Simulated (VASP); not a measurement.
# BN (Cmcm) in VASP: notebook, part 2 of 2

VASP 6.6.1. The steps go on from the part before.

## (3) Single point, r2SCAN (strain -0.0100 x Voigt [1, -1, 0, 0, 0, 0])

Input file POSCAR:

```
BN
1.0
    2.4789517873      0.0000000000      0.0000000000
   -1.2394758937      2.1902056310      0.0000000000
    0.0000000000      0.0000000000      6.6612000000
B N
2 2
Direct
    0.3333333333      0.6666666667      0.2500000000
    0.6666666667      0.3333333333      0.7500000000
    0.3333333333      0.6666666667      0.7500000000
    0.6666666667      0.3333333333      0.2500000000
```

Input file INCAR.step1:

```
SYSTEM = BN
PREC     = Accurate       ! precision mode
ENCUT    = 520            ! plane-wave cutoff, eV
ISMEAR   = 0              ! smearing method
SIGMA    = 0.05           ! smearing width, eV
LREAL    = .False.        ! projectors in reciprocal space
LASPH    = .True.         ! aspherical terms in the spheres
NELM     = 60             ! most SCF steps
NBANDS   = 16             ! bands
GGA      = PE             ! functional
ALGO     = Normal         ! electronic algorithm
EDIFF    = 1E-4           ! SCF threshold, eV
LWAVE    = .True.         ! write WAVECAR
LCHARG   = .False.        ! write CHGCAR
```

Input file INCAR.step2:

```
SYSTEM = BN
PREC     = Accurate       ! precision mode
ENCUT    = 520            ! plane-wave cutoff, eV
EDIFF    = 1E-6           ! SCF threshold, eV
ISMEAR   = 0              ! smearing method
SIGMA    = 0.05           ! smearing width, eV
LREAL    = .False.        ! projectors in reciprocal space
LASPH    = .True.         ! aspherical terms in the spheres
NELM     = 60             ! most SCF steps
ALGO     = Normal         ! electronic algorithm
ISIF     = 2              ! what is computed and relaxed
LWAVE    = .False.        ! write WAVECAR
LCHARG   = .False.        ! write CHGCAR
METAGGA  = R2SCAN         ! meta-GGA
LMIXTAU  = .True.       
NBANDS   = 16             ! bands
ISTART   = 1
```

Input file KPOINTS:

```
regular mesh
0
Gamma
  12 12 4
  0 0 0
```

Potentials or basis: VASP PAW PBE potentials, release 64 (B, N).

The run is started by

```sh
$ cat potpaw_PBE.64/B/POTCAR potpaw_PBE.64/N/POTCAR > POTCAR
$ cp INCAR.step1 INCAR
$ mpirun -np 1 vasp_std > vasp.out
$ cp INCAR.step2 INCAR
$ mpirun -np 1 vasp_std > vasp.out
```

OUTCAR:

```text
SYSTEM = BN
   PREC = Accurate
   ENCUT = 520
   EDIFF = 1E-6
   ISMEAR = 0
   LREAL = .False.
   LASPH = .True.
   NELM = 60
   ISIF = 2
   METAGGA = R2SCAN
   ISTART = 1

 ion  position               nearest neighbor table
   1  0.333  0.667  0.250-   4 1.44   4 1.44   4 1.46
   2  0.667  0.333  0.750-   3 1.44   3 1.44   3 1.46
   3  0.333  0.667  0.750-   2 1.44   2 1.44   2 1.46
   4  0.667  0.333  0.250-   1 1.44   1 1.44   1 1.46

  LATTYP: Found a base centered orthorhombic cell.
 ALAT       =     2.4789517873
 B/A-ratio  =     1.7670417329
 C/A-ratio  =     2.6871034903

  Lattice vectors:

 A1 = (   1.2394758937,  -2.1902056310,   0.0000000000)
 A2 = (   1.2394758936,   2.1902056310,   0.0000000000)
 A3 = (   0.0000000000,   0.0000000000,   6.6612000000)

Analysis of symmetry for initial positions (statically):
=====================================================================
 Subroutine PRICEL returns:
 Original cell was already a primitive cell.

 Routine SETGRP: Setting up the symmetry group for a
 base centered orthorhombic supercell.

 Subroutine GETGRP returns: Found  8 space group operations
 (whereof  4 operations were pure point group operations)
 out of a pool of  8 trial point group operations.

The static configuration has the point symmetry C_2h.
 The point group associated with its full space group is D_2h.

Analysis of symmetry for dynamics (positions and initial velocities):
=====================================================================
 Subroutine PRICEL returns:
 Original cell was already a primitive cell.

 Routine SETGRP: Setting up the symmetry group for a
 base centered orthorhombic supercell.

 Subroutine GETGRP returns: Found  8 space group operations
 (whereof  4 operations were pure point group operations)
 out of a pool of  8 trial point group operations.

The dynamic configuration has the point symmetry C_2h.
 The point group associated with its full space group is D_2h.

 Subroutine INISYM returns: Found  8 space group operations
[... 123 lines left out ...]
  Fermi-wavevector in a.u.,A,eV,Ry     =   1.247421  2.357284 21.171466  1.556059
  Thomas-Fermi vector in A             =   2.381554
   LORBIT       =      0    0 simple, 1 ext, 2 COOP (PROOUT), +10 PAW based schemes
   METAGGA = R2SCAN    functional components
   LHFCALC =     F    Hartree Fock is set to
   AEXX    =    0.0000 exact exchange contribution
   IVDW    =     0    specifies the selected vdW correction
   LEPSILON=     F    determine dielectric tensor
   LRPA    =     F    only Hartree local field effects (RPA)
 non-spin polarized calculation
 Gauss-broadening in eV      SIGMA  =   0.05
  energy-cutoff  :      520.00
  volume of cell :       36.17
 maximum number of plane-waves:       990
   NGX =  9   NGY =  9   NGZ = 25

 number of electron      15.9999996 magnetization

 Free energy of the ion-electron system (eV)
  ---------------------------------------------------
  ext. energy  EPLUGINS =         0.00000000
  ---------------------------------------------------
  free energy    TOTEN  =       -38.57585952 eV

  energy without entropy =      -38.57585952  energy(sigma->0) =      -38.57585952

 E-fermi :   2.2512     XC(G=0): -10.7174

 val. band max:        2.0084444292   @ k =   0.4167   0.2500   0.0000
 cond. band min:       6.7705208462   @ k =   0.0000   0.5000   0.0000
 fundamental gap:      4.7620764169
 Fermi energy:         2.2512406313

 k-point     1 :       0.0000    0.0000    0.0000
  band No.  band energies     occupation
      1     -16.8024      2.00000
      2     -16.5184      2.00000
      3      -4.3723      2.00000
      4      -2.2162      2.00000
      5       0.5845      2.00000
      6       0.6238      2.00000
[... 433 lines left out ...]
      3      -6.9136      2.00000
      4      -6.8391      2.00000
      5      -3.7832      2.00000
      6      -3.7048      2.00000
[... 8 lines left out ...]
     15      17.4148      0.00000
     16      20.8497      0.00000

 [... further k-points ...]

------------------------ aborting loop because EDIFF is reached ----------------------------------------

  FORCE on cell =-STRESS in cart. coord.  units (eV):
  Direction    XX          YY          ZZ          XY          YZ          ZX
  --------------------------------------------------------------------------------------
  -------------------------------------------------------------------------------------
  Total        1.6446402     -1.8412138      0.1270219      0.0000000      0.0000000      0.0000000
  in kB       72.8577982    -81.5660344      5.6270903      0.0000000      0.0000000      0.0000000
  external PRESSURE =      -1.0270486 kB  Pullay stress =       0.0000000 kB

 VOLUME and BASIS-vectors are now :
 -----------------------------------------------------------------------------
  energy-cutoff  :      520.00
  volume of cell :       36.17
      direct lattice vectors                 reciprocal lattice vectors
     2.478951787  0.000000000  0.000000000     0.403396309  0.228289067  0.000000000
    -1.239475894  2.190205631  0.000000000     0.000000000  0.456578134  0.000000000
     0.000000000  0.000000000  6.661200000     0.000000000  0.000000000  0.150123101

 POSITION                                       TOTAL-FORCE (eV/Angst)
 -----------------------------------------------------------------------------------
     -0.00000      1.46014      1.66530        -0.000000      0.222107     -0.000000
      1.23948      0.73007      4.99590         0.000000     -0.222107     -0.000000
     -0.00000      1.46014      4.99590        -0.000000      0.225961      0.000000
      1.23948      0.73007      1.66530         0.000000     -0.225961     -0.000000
 -----------------------------------------------------------------------------------
    total drift:                                0.000000     -0.000000      0.000000

  FREE ENERGIE OF THE ION-ELECTRON SYSTEM (eV)
  ---------------------------------------------------
  free  energy   TOTEN  =       -38.5758595188 eV

  energy  without entropy=      -38.5758595188  energy(sigma->0) =      -38.57585952
```

OSZICAR.step1:

```text
N       E                     dE             d eps       ncg     rms          rms(c)
DAV:   1     0.487507083005E+02    0.48751E+02   -0.79188E+03  4168   0.919E+02
DAV:   2    -0.354614397865E+02   -0.84212E+02   -0.76578E+02  5712   0.221E+02
DAV:   3    -0.386864744066E+02   -0.32250E+01   -0.32115E+01  5344   0.426E+01
DAV:   4    -0.387070561535E+02   -0.20582E-01   -0.20579E-01  5208   0.378E+00
DAV:   5    -0.387072445478E+02   -0.18839E-03   -0.18839E-03  5264   0.345E-01    0.113E+01
DAV:   6    -0.354942272464E+02    0.32130E+01   -0.52036E+00  5368   0.175E+01    0.506E+00
DAV:   7    -0.352158753728E+02    0.27835E+00   -0.57750E-01  5592   0.553E+00    0.317E+00
DAV:   8    -0.351415836595E+02    0.74292E-01   -0.23527E-01  5440   0.326E+00    0.477E-01
DAV:   9    -0.351367286443E+02    0.48550E-02   -0.15743E-02  4688   0.102E+00    0.197E-01
DAV:  10    -0.351376637013E+02   -0.93506E-03   -0.13562E-03  4856   0.282E-01    0.361E-02
DAV:  11    -0.351377600490E+02   -0.96348E-04   -0.84261E-05  4288   0.767E-02
   1 F= -.35137760E+02 E0= -.35137760E+02  d E =-.339247E-21
```

Run time: 4.3 min. Hardware: 1 thread of AMD EPYC 7R43 (Zen 3), shared host; peak memory 0.16 GiB.

What came out:

```
Free energy            : -38.5759 eV
Pressure               : -0.1 GPa
Largest force          : 0.226 eV/Å
Band gap on the k mesh : 4.76 eV (least direct gap 5.31 eV)
```

Forces on the atoms (eV/Å):
```
B    0.000  0.222  0.000
B    0.000 -0.222  0.000
N    0.000  0.226  0.000
N    0.000 -0.226  0.000
```

Levels at points of the mesh, in eV from the valence-band top:
```
           k point  band 6  band 7  band 8  band 9  band 10  band 11
(0.00, 0.00, 0.00)   -1.38   -1.32   -1.28    5.59    11.02    11.90
(0.50, 0.00, 0.00)   -4.34   -1.38   -0.41    4.91     6.30    10.04
(0.00, 0.50, 0.00)   -4.04   -1.59   -0.56    4.76     6.31    10.46
(0.00, 0.00, 0.50)   -1.40   -1.30   -1.30    8.07     8.07    12.07
(0.50, 0.00, 0.50)   -4.37   -0.87   -0.87    5.35     5.35    10.41
(0.00, 0.50, 0.50)   -4.07   -1.06   -1.06    5.28     5.28    11.01
```

Caveat: the cell differs from its parent crystal (strain -0.0100 x Voigt [1, -1, 0, 0, 0, 0]); the stress differs along the axes, from -8 to 7 GPa; the PAW data sets were made with another functional, which shifts forces and pressure a little. A k mesh can miss the band edges.

## (4) Single point, r2SCAN (strain +0.0350 x Voigt [1, -1, 0, 0, 0, 0])

POSCAR: that of step 3 with these lines changed.

```diff
@@ -2,4 +2,4 @@
 1.0
-    2.4789517873      0.0000000000      0.0000000000
-   -1.2394758937      2.1902056310      0.0000000000
+    2.5916314140      0.0000000000      0.0000000000
+   -1.2958157070      2.0926222118      0.0000000000
     0.0000000000      0.0000000000      6.6612000000
```

Input file INCAR.step1:

```
PREC = Accurate
ENCUT = 520
ISMEAR = 0
SIGMA = 0.05
LREAL = False
LASPH = True
NELM = 100
NBANDS = 16
GGA = PE
ALGO = Normal
EDIFF = 1E-4
LWAVE = True
LCHARG = False
```

Input file INCAR.step2:

```
PREC = Accurate
ENCUT = 520
EDIFF = 1E-6
ISMEAR = 0
SIGMA = 0.05
LREAL = False
LASPH = True
NELM = 100
ALGO = Normal
ISIF = 2
LWAVE = False
LCHARG = False
METAGGA = R2SCAN
LMIXTAU = True
NBANDS = 16
ISTART = 1
```

Input file KPOINTS:

```
Automatic mesh
0
Gamma
  12 12 4
```

The run is started by

```sh
$ cat potpaw_PBE.64/B/POTCAR potpaw_PBE.64/N/POTCAR > POTCAR
$ cp INCAR.step1 INCAR
$ mpirun -np 1 vasp_std > vasp.out
$ cp INCAR.step2 INCAR
$ mpirun -np 1 vasp_std > vasp.out
```

It took 4.4 min on 1 thread of AMD EPYC 7R43 (Zen 3), shared host; peak memory 0.16 GiB.

Results (log left out):

```yaml
Free_energy: -38.3792 eV
Pressure: 1.3 GPa
Largest_force: 1.008 eV/Å
Band_gap_on_the_k_mesh: 4.63 eV (least direct gap 5.31 eV)
```

Forces on the atoms (eV/Å):
```
B    0.000 -0.994  0.000
B    0.000  0.994  0.000
N    0.000 -1.008  0.000
N    0.000  1.008  0.000
```

Stress tensor (GPa, compression positive):
```
-25.39   0.00   0.00
  0.00  28.83   0.00
  0.00   0.00   0.56
```

Levels at points of the mesh, in eV from the valence-band top:
| k point | band 5 | band 6 | band 7 | band 8 | band 9 | band 10 | band 11 | band 12 |
| --- | --- | --- | --- | --- | --- | --- | --- | --- |
| (0.00, 0.00, 0.00) | -1.53 | -1.49 | -1.34 | -1.30 | 5.49 | 10.94 | 11.48 | 11.56 |
| (0.50, 0.00, 0.00) | -3.99 | -3.92 | -1.77 | -0.71 | 4.63 | 6.26 | 10.59 | 11.40 |
| (0.00, 0.50, 0.00) | -5.06 | -4.98 | -1.04 | -0.19 | 5.12 | 6.18 | 9.01 | 9.09 |
| (0.00, 0.00, 0.50) | -1.51 | -1.51 | -1.32 | -1.32 | 7.93 | 7.93 | 11.55 | 11.55 |
| (0.50, 0.00, 0.50) | -3.96 | -3.96 | -1.22 | -1.22 | 5.18 | 5.18 | 11.26 | 11.26 |
| (0.00, 0.50, 0.50) | -5.02 | -5.02 | -0.58 | -0.58 | 5.42 | 5.42 | 9.16 | 9.16 |

Caveat: the cell differs from its parent crystal (strain +0.0350 x Voigt [1, -1, 0, 0, 0, 0]); the stress differs along the axes, from -25 to 29 GPa; the PAW data sets were made with another functional, which shifts forces and pressure a little. A k mesh can miss the band edges.

## (5) The runs side by side

```csv
cell,gap on the mesh (eV),pressure (GPa),largest force (eV/Å)
"a = 2.554, b = 2.479, c = 6.661 Å, angles 90.0, 90.0, 121.0°, 4 atoms",4.73,0.3,0.53
"a = 2.479, b = 2.517, c = 6.661 Å, angles 90.0, 90.0, 119.5°, 4 atoms",4.76,-0.1,0.23
"a = 2.592, b = 2.461, c = 6.661 Å, angles 90.0, 90.0, 121.8°, 4 atoms",4.63,1.3,1.01
```

Alike in all rows: task single point; level r2SCAN; potentials or basis VASP PAW PBE potentials, release 64 (B, N); no spin polarisation; k mesh 12 × 12 × 4; cutoff (eV) 520; smearing gaussian 0.05 eV.

Caveats: the PAW data sets were made with another functional, which shifts forces and pressure a little; the stress differs along the axes, from -15 to 16 GPa (at least some runs); the stress differs along the axes, from -8 to 7 GPa (at least some runs); the stress differs along the axes, from -25 to 29 GPa (at least some runs).

Total energies depend on the potentials used, so only differences within one code and one set of settings carry meaning.
